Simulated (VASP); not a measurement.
**CrCo: relaxation of cell and atoms with PBE**

The system is CrCo.

```xyz
4
Lattice="3.0496 0.0000 0.0000 -1.5248 2.6410 0.0000 0.0000 0.0000 4.4613" Properties=species:S:1:pos:R:3 pbc="T T T"
Cr    0.0000    1.7607    1.1153
Cr    1.5248    0.8803    3.3460
Co    0.0000    0.0000    0.0000
Co    0.0000    0.0000    2.2306
```

The cell was generated, and may not be a known phase.

```yaml
Program: VASP 6.6.1
Task: relaxation of cell and atoms
Functional: PBE
Potentials_or_basis: VASP PAW PBE potentials, release 64 (Cr_pv, Co)
Cutoff: 600 eV
k_mesh: 6 × 6 × 4
Occupations: gaussian, width 0.1 eV
Spin: collinear spin, ferromagnetic start
Starting_moments: "[3.0, 3.0, 3.0, 3.0] μB"
Dipole_correction: no
Further_INCAR_settings: ALGO = Fast; EDIFF = 1e-07; IBRION = 2; EDIFFG = -0.04; NSW = 90; ISIF = 3
```

The relaxed volume is 12.44 Å³/atom and the relaxed cell is a = 3.483 Å, b = 3.483 Å, c = 4.738 Å, α = 90.00°, β = 90.00°, γ = 120.00°. The space group after relaxing (to 0.1 Å) is P6_3/mmc (No. 194). The pressure after relaxing is 0.0 GPa, the net moment is 0.69 μB per cell and the site moments are Cr +0.37; Co -0.03 μB. The valence electrons inside the program's atomic spheres are Cr 10.86; Co 8.59.

Stress tensor (GPa, compression positive):
```
 0.13  0.00  0.00
 0.00  0.13  0.00
 0.00  0.00 -0.33
```

Final structure:
```yaml
crystal:
  lattice:
    - [3.48301, 0.00000, 0.00000]
    - [-1.74151, 3.01638, 0.00000]
    - [0.00000, 0.00000, 4.73786]
  atoms:
    - { symbol: Cr, position: [0.33333, 0.66667, 0.25000] }
    - { symbol: Cr, position: [0.66667, 0.33333, 0.75000] }
    - { symbol: Co, position: [0.00000, 0.00000, 0.00000] }
    - { symbol: Co, position: [0.00000, 0.00000, 0.50000] }
```

Levels at points of the mesh, in eV from the Fermi level:
Spin up:
```
           k point  band 18  band 19  band 20  band 21  band 22  band 23  band 24  band 25  band 26  band 27
(0.00, 0.00, 0.00)    -1.51    -0.88    -0.88    -0.14    -0.14     0.47     1.13     1.13     1.53     1.53
(0.50, 0.00, 0.00)    -1.22    -1.08    -0.96    -0.85    -0.33     0.40     0.47     0.75     1.08     1.31
(0.00, 0.00, 0.50)    -3.07     0.15     0.15     0.15     0.15     0.22     0.22     1.31     1.31     1.31
(0.50, 0.00, 0.50)    -1.75    -0.88    -0.88    -0.63    -0.63     0.30     0.30     0.67     0.67     0.82
```
Spin down:
```
           k point  band 16  band 17  band 18  band 19  band 20  band 21  band 22  band 23  band 24  band 25
(0.00, 0.00, 0.00)    -2.31    -1.21    -1.21    -0.88    -0.88     0.21     0.21     0.69     1.39     1.39
(0.50, 0.00, 0.00)    -1.62    -1.45    -0.96    -0.93    -0.87    -0.86     0.03     0.67     0.68     0.83
(0.00, 0.00, 0.50)    -3.01    -3.01    -3.01     0.36     0.36     0.36     0.36     0.39     0.39     1.56
(0.50, 0.00, 0.50)    -2.20    -1.71    -1.71    -0.79    -0.79    -0.35    -0.35     0.58     0.58     0.93
```

Run time: 20 min on 1 thread of Intel(R) Xeon(R) Platinum 8488C (Sapphire Rapids), on a shared host, peak memory 0.21 GiB.

Caveat: the k points lie up to 0.35 Å⁻¹ apart in the final cell; the volume moved by over 15 % at a fixed basis, so the end points are rough.
